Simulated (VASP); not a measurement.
# As (R-3m) in VASP: single point with r2SCAN

Aim: the single point of As with r2SCAN.

Program: VASP 6.6.1. These are calculated values, not measurements. Logs are shortened: lines on timing, memory, paths and dates and some standing lists are left out, and cuts for length are marked.

## (1) The cell of the first run

Symmetry: R-3m, No. 166, trigonal system. The conventional cell has a = 3.589 Å, b = 3.589 Å, c = 15.186 Å, α = 90.00°, β = 90.00°, γ = 120.00°. Within 3.3 Å of As (site symmetry 3m) lie 3 As at 2.48 Å.

## (2) Single point, r2SCAN

POSCAR

```
As
1.0
    1.7947295005      1.0361875602      5.0619263606
   -1.7947295005      1.0361875602      5.0619263606
    0.0000000000     -2.0723751204      5.0619263606
As
2
Direct
    0.7883959999      0.7883959999      0.7883959999
    0.2116040001      0.2116040001      0.2116040001
```

INCAR.step1

```
SYSTEM = As
PREC = Accurate ; ENCUT = 560
ISMEAR = 0 ; SIGMA = 0.01
LREAL = .FALSE. ; LASPH = .TRUE.
NELM = 120 ; NBANDS = 22
GGA = PE ; ALGO = Normal
EDIFF = 1E-5 ; LWAVE = .TRUE.
LCHARG = .FALSE. ; GGA_COMPAT = .FALSE.
```

INCAR.step2

```
SYSTEM = As
PREC = Accurate ; ENCUT = 560
EDIFF = 1E-6 ; ISMEAR = 0
SIGMA = 0.01 ; LREAL = .FALSE.
LASPH = .TRUE. ; NELM = 120
ALGO = Normal ; ISIF = 2
LWAVE = .FALSE. ; LCHARG = .FALSE.
METAGGA = R2SCAN ; LMIXTAU = .TRUE.
NBANDS = 22 ; ISTART = 1
GGA_COMPAT = .FALSE.
```

KPOINTS

```
regular mesh
0
G
  8 8 8
  0 0 0
```

Potentials or basis: VASP PAW PBE potentials, release 64 (As_d).

On the command line:

```console
$ cat potpaw_PBE.64/As_d/POTCAR > POTCAR
$ cp INCAR.step1 INCAR
$ mpirun -np 1 vasp_std > vasp.out
$ cp INCAR.step2 INCAR
$ mpirun -np 1 vasp_std > vasp.out
```

OUTCAR:

```text
SYSTEM = As
   PREC = Accurate
   ENCUT = 560
   EDIFF = 1E-6
   ISMEAR = 0
   LREAL = .FALSE.
   LASPH = .TRUE.
   NELM = 120
   ISIF = 2
   METAGGA = R2SCAN
   ISTART = 1

 ion  position               nearest neighbor table
   1  0.788  0.788  0.788-   2 2.48   2 2.48   2 2.48
   2  0.212  0.212  0.212-   1 2.48   1 2.48   1 2.48

  LATTYP: Found a trigonal (rhomboedric) cell.
 ALAT       =     5.4697200221
 COS(alpha) =     0.7846733394

  Lattice vectors:

 A1 = (   1.7947295005,   1.0361875602,   5.0619263606)
 A2 = (  -1.7947295005,   1.0361875602,   5.0619263606)
 A3 = (   0.0000000000,  -2.0723751204,   5.0619263606)

Analysis of symmetry for initial positions (statically):
=====================================================================
 Subroutine PRICEL returns:
 Original cell was already a primitive cell.

 Routine SETGRP: Setting up the symmetry group for a
 trigonal (rhombohedral) supercell.

 Subroutine GETGRP returns: Found 12 space group operations
 (whereof 12 operations were pure point group operations)
 out of a pool of 12 trial point group operations.

The static configuration has the point symmetry D_3d.

Analysis of symmetry for dynamics (positions and initial velocities):
=====================================================================
 Subroutine PRICEL returns:
 Original cell was already a primitive cell.

 Routine SETGRP: Setting up the symmetry group for a
 trigonal (rhombohedral) supercell.

 Subroutine GETGRP returns: Found 12 space group operations
 (whereof 12 operations were pure point group operations)
 out of a pool of 12 trial point group operations.

The dynamic configuration has the point symmetry D_3d.

 Subroutine INISYM returns: Found 12 space group operations
 (whereof 12 operations are pure point group operations),
 and found     1 'primitive' translations

----------------------------------------------------------------------------------------

                                     Primitive cell

  volume of cell :      56.4813

  direct lattice vectors                    reciprocal lattice vectors
     1.794729500  1.036187560  5.061926361     0.278593515  0.160846041  0.065851083
    -1.794729500  1.036187560  5.061926361    -0.278593515  0.160846041  0.065851083
     0.000000000 -2.072375120  5.061926361     0.000000000 -0.321692082  0.065851083

  length of vectors
     5.469720022  5.469720022  5.469720022     0.328362849  0.328362849  0.328362849

  position of ions in fractional coordinates (direct lattice)
     0.788396000  0.788396000  0.788396000
     0.211604000  0.211604000  0.211604000

  ion indices of the primitive-cell ions
   primitive index   ion index
                 1           1
                 2           2

----------------------------------------------------------------------------------------

 KPOINTS: regular mesh

Automatic generation of k-mesh.
 Grid dimensions read from file:
 generate k-points for:    8    8    8

 Generating k-lattice:

  Cartesian coordinates                     Fractional coordinates (reciprocal lattice)
     0.034824189  0.020105755  0.008231385     0.125000000 -0.000000000  0.000000000
    -0.034824189  0.020105755  0.008231385    -0.000000000  0.125000000  0.000000000
     0.000000000 -0.040211510  0.008231385     0.000000000  0.000000000  0.125000000

  Length of vectors
     0.041045356  0.041045356  0.041045356

  Shift w.r.t. Gamma in fractional coordinates (k-lattice)
     0.000000000  0.000000000  0.000000000

 Subroutine IBZKPT returns following result:
 ===========================================

 Found     65 irreducible k-points:

 Following reciprocal coordinates:
            Coordinates               Weight
  0.000000  0.000000  0.000000      1.000000
  0.125000  0.000000  0.000000      6.000000
  0.250000  0.000000  0.000000      6.000000
  0.375000  0.000000  0.000000      6.000000
  0.500000  0.000000  0.000000      3.000000
  0.125000  0.125000  0.000000      6.000000
[... 16 lines left out ...]
  0.250000  0.125000  0.125000      6.000000
  0.375000  0.125000  0.125000      6.000000
 [... further k-points ...]
   k-points           NKPTS =     65   k-points in BZ     NKDIM =     65   number of bands    NBANDS=     22
   number of dos      NEDOS =    301   number of ions     NIONS =      2
   total plane-waves  NPLWV =  74088
   dimension x,y,z NGX =    42 NGY =   42 NGZ =   42
   dimension x,y,z NGXF=    84 NGYF=   84 NGZF=   84
   ions per type =               2
   NGX,Y,Z   is equivalent  to a cutoff of  12.77, 12.77, 12.77 a.u.
   NGXF,Y,Z  is equivalent  to a cutoff of  25.53, 25.53, 25.53 a.u.
 SYSTEM =  As
   PREC   = accura    normal or accurate (medium, high low for compatibility)
   ISTART =      1    job   : 0-new  1-cont  2-samecut
   ICHARG =      0    charge: 1-file 2-atom 10-const
   ISPIN  =      1    spin polarized calculation?
   LNONCOLLINEAR =      F non collinear calculations
   LSORBIT =      F    spin-orbit coupling
   LASPH  =      T    aspherical Exc in radial PAW
   ENCUT  =  560.0 eV  41.16 Ry    6.42 a.u.  10.55 10.55 10.55*2*pi/ulx,y,z
   NELM   =    120;   NELMIN=  2; NELMDL=  0     # of ELM steps
   EDIFF  = 0.1E-05   stopping-criterion for ELM
   LREAL  =      F    real-space projection
   EDIFFG = 0.1E-04   stopping-criterion for IOM
   NSW    =      0    number of steps for IOM
   IBRION =     -1    ionic relax: 0-MD 1-quasi-New 2-CG
   NFREE  =      0    steps in history (QN), initial steepest desc. (CG)
   ISIF   =      2    stress and relaxation
   ISYM   =      2    0-nonsym 1-usesym 2-fastsym
   POTIM  = 0.5000    time-step for ionic-motion
   TEBEG  =    0.0;   TEEND  =   0.0 temperature during run
   PSTRESS=    0.0 pullay stress
   NELECT =      30.0000    total number of electrons
   NUPDOWN=      -1.0000    fix difference up-down
   EMIN   =  10.00;   EMAX   =-10.00  energy-range for DOS
   EFERMI =   0.00;   METHOD = LEGACY
   ISMEAR =     0;   SIGMA  =   0.01  broadening in eV -4-tet -1-fermi 0-gaus
   EFERMI_NEDOS =   21; number of points for ismear=-14 and -15
   IALGO  =     38    algorithm
   IMIX   =      4    mixing-type and parameters
     AMIX     =   0.40;   BMIX     =  1.00
     AMIX_MAG =   1.60;   BMIX_MAG =  1.00
  volume/ion in A,a.u.               =      28.24       190.58
  Fermi-wavevector in a.u.,A,eV,Ry     =   1.325807  2.505413 23.915848  1.757765
  Thomas-Fermi vector in A             =   2.455241
   LORBIT       =      0    0 simple, 1 ext, 2 COOP (PROOUT), +10 PAW based schemes
   METAGGA = R2SCAN    functional components
   LHFCALC =     F    Hartree Fock is set to
   AEXX    =    0.0000 exact exchange contribution
   IVDW    =     0    specifies the selected vdW correction
   LEPSILON=     F    determine dielectric tensor
   LRPA    =     F    only Hartree local field effects (RPA)
 non-spin polarized calculation
 Gauss-broadening in eV      SIGMA  =   0.01
  energy-cutoff  :      560.00
  volume of cell :       56.48
 maximum number of plane-waves:      1714
   NGX = 21   NGY = 21   NGZ = 21

 number of electron      30.0000000 magnetization

 Free energy of the ion-electron system (eV)
  ---------------------------------------------------
  ext. energy  EPLUGINS =         0.00000000
  ---------------------------------------------------
  free energy    TOTEN  =       -29.48219010 eV

  energy without entropy =      -29.48219010  energy(sigma->0) =      -29.48219010

 E-fermi :   1.5990     XC(G=0):  -9.7202

 val. band max:        1.4371557829   @ k =   0.5000   0.5000   0.5000
 cond. band min:       1.9982822568   @ k =   0.3750   0.0000   0.0000
 fundamental gap:      0.5611264739
 Fermi energy:         1.5990235434

 k-point     1 :       0.0000    0.0000    0.0000
  band No.  band energies     occupation
      1     -35.3904      2.00000
      2     -35.3904      2.00000
      3     -35.3430      2.00000
      4     -35.3430      2.00000
      5     -35.2871      2.00000
      6     -35.2589      2.00000
[... 14 lines left out ...]
     21      11.0996      0.00000
     22      11.4959      0.00000

 k-point     2 :       0.1250    0.0000    0.0000
  band No.  band energies     occupation
      1     -35.3899      2.00000
      2     -35.3854      2.00000
      3     -35.3417      2.00000
      4     -35.3390      2.00000
      5     -35.2868      2.00000
      6     -35.2615      2.00000
[... 14 lines left out ...]
     21      10.9095      0.00000
     22      11.6188      0.00000

 k-point     3 :       0.2500    0.0000    0.0000
  band No.  band energies     occupation
      1     -35.3886      2.00000
      2     -35.3726      2.00000
      3     -35.3372      2.00000
      4     -35.3282      2.00000
      5     -35.2860      2.00000
      6     -35.2692      2.00000
[... 14 lines left out ...]
     21      11.6291      0.00000
     22      12.6805      0.00000

 k-point     4 :       0.3750    0.0000    0.0000
  band No.  band energies     occupation
      1     -35.3871      2.00000
      2     -35.3595      2.00000
      3     -35.3256      2.00000
      4     -35.3136      2.00000
      5     -35.2877      2.00000
      6     -35.2809      2.00000
[... 14 lines left out ...]
     21      12.5424      0.00000
     22      13.7262      0.00000

 k-point     5 :       0.5000    0.0000    0.0000
  band No.  band energies     occupation
      1     -35.3864      2.00000
      2     -35.3552      2.00000
      3     -35.3078      2.00000
      4     -35.3015      2.00000
      5     -35.2998      2.00000
      6     -35.2918      2.00000
[... 14 lines left out ...]
     21      14.4285      0.00000
     22      14.4298      0.00000

 k-point     6 :       0.1250    0.1250    0.0000
  band No.  band energies     occupation
      1     -35.3899      2.00000
      2     -35.3854      2.00000
      3     -35.3417      2.00000
      4     -35.3390      2.00000
      5     -35.2868      2.00000
      6     -35.2616      2.00000
[... 14 lines left out ...]
     21      11.0774      0.00000
     22      11.1987      0.00000

 k-point     7 :       0.2500    0.1250    0.0000
  band No.  band energies     occupation
      1     -35.3893      2.00000
      2     -35.3759      2.00000
      3     -35.3390      2.00000
      4     -35.3317      2.00000
      5     -35.2861      2.00000
      6     -35.2672      2.00000
[... 324 lines left out ...]
      6     -35.2879      2.00000
[... 14 lines left out ...]
     21      11.8156      0.00000
     22      12.0733      0.00000

 k-point    21 :       0.5000    0.5000    0.0000
  band No.  band energies     occupation
      1     -35.3865      2.00000
      2     -35.3552      2.00000
      3     -35.3077      2.00000
      4     -35.3015      2.00000
      5     -35.2998      2.00000
      6     -35.2919      2.00000
[... 14 lines left out ...]
     21      11.0231      0.00000
     22      13.2879      0.00000

 k-point    22 :       0.1250    0.1250    0.1250
  band No.  band energies     occupation
      1     -35.3904      2.00000
      2     -35.3904      2.00000
      3     -35.3430      2.00000
      4     -35.3430      2.00000
      5     -35.2871      2.00000
      6     -35.2589      2.00000
[... 14 lines left out ...]
     21      11.1597      0.00000
     22      11.3837      0.00000

 k-point    23 :       0.2500    0.1250    0.1250
  band No.  band energies     occupation
      1     -35.3899      2.00000
      2     -35.3854      2.00000
      3     -35.3417      2.00000
      4     -35.3390      2.00000
      5     -35.2868      2.00000
      6     -35.2615      2.00000
[... 14 lines left out ...]
     21      10.9101      0.00000
     22      11.8555      0.00000

 k-point    24 :       0.3750    0.1250    0.1250
  band No.  band energies     occupation
      1     -35.3886      2.00000
      2     -35.3726      2.00000
      3     -35.3372      2.00000
      4     -35.3282      2.00000
      5     -35.2860      2.00000
      6     -35.2692      2.00000
[... 14 lines left out ...]
     21      11.6863      0.00000
     22      12.1078      0.00000

 [... further k-points ...]
[... 5 lines left out ...]
  --------------------------------------------------------------------------------------
  -------------------------------------------------------------------------------------
  Total        0.0418608      0.0418608      0.0495556      0.0000000      0.0000000      0.0000000
  in kB        1.1874453      1.1874453      1.4057195      0.0000000      0.0000000      0.0000000
  external PRESSURE =       1.2602034 kB  Pullay stress =       0.0000000 kB

 VOLUME and BASIS-vectors are now :
 -----------------------------------------------------------------------------
  energy-cutoff  :      560.00
  volume of cell :       56.48
      direct lattice vectors                 reciprocal lattice vectors
     1.794729500  1.036187560  5.061926361     0.278593515  0.160846041  0.065851083
    -1.794729500  1.036187560  5.061926361    -0.278593515  0.160846041  0.065851083
     0.000000000 -2.072375120  5.061926361     0.000000000 -0.321692082  0.065851083

 POSITION                                       TOTAL-FORCE (eV/Angst)
 -----------------------------------------------------------------------------------
      0.00000      0.00000     11.97241         0.000000      0.000000     -0.034631
      0.00000      0.00000      3.21337         0.000000     -0.000000      0.034631
 -----------------------------------------------------------------------------------
    total drift:                               -0.000000      0.000000     -0.000000

  FREE ENERGIE OF THE ION-ELECTRON SYSTEM (eV)
  ---------------------------------------------------
  free  energy   TOTEN  =       -29.4821901011 eV

  energy  without entropy=      -29.4821901011  energy(sigma->0) =      -29.48219010
```

Wall time 8.1 min (1 thread of Intel Xeon Platinum 8259CL at 2.50GHz (Skylake/Cascade Lake), shared host); peak memory 0.31 GiB.

What came out:

| Property | Result |
| --- | --- |
| Free energy | -29.4822 eV |
| Pressure | 0.1 GPa |
| Largest force | 0.035 eV/Å |

Forces on the atoms (eV/Å):
```
As   0.000  0.000 -0.035
As   0.000  0.000  0.035
```

Caveat: the PAW data sets were made with another functional, which shifts forces and pressure a little.
